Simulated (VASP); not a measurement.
A run of VASP 6.6.1 is set up as follows.

File INCAR:

```
PREC = Accurate
ENCUT = 520
EDIFF = 1E-7
ISMEAR = -1
SIGMA = 0.05
LREAL = False
LASPH = True
NELM = 150
ALGO = Normal
ISIF = 2
LWAVE = False
LCHARG = True
ISPIN = 2
MAGMOM = 2.2 0
LORBIT = 11
NUPDOWN = 2.2
LMAXMIX = 4
GGA = PE
LELF = True
LVHAR = True
NBANDS = 18
```

The input KPOINTS:

```
Automatic mesh
0
Gamma
  9 9 9
```

POSCAR

```
FeO
1.0
    0.0000000000      2.1554000000      2.1554000000
    2.1554000000      0.0000000000      2.1554000000
    2.1554000000      2.1554000000      0.0000000000
Fe O
1 1
Direct
    0.0000000000      0.0000000000      0.0000000000
    0.5000000000      0.5000000000      0.5000000000
```

Potentials or basis: VASP PAW PBE potentials, release 64 (Fe, O).

Run with:

```bash
$ cat potpaw_PBE.64/Fe/POTCAR potpaw_PBE.64/O/POTCAR > POTCAR
$ mpirun -np 1 vasp_std > vasp.out
```

**Question.** Estimate the pressure.

**Answer.** -17.2 GPa.

Caveat: the total moment is fixed, so each spin has its own Fermi level; a cell with one magnetic atom can't hold antiferromagnetic order, which such compounds often take.
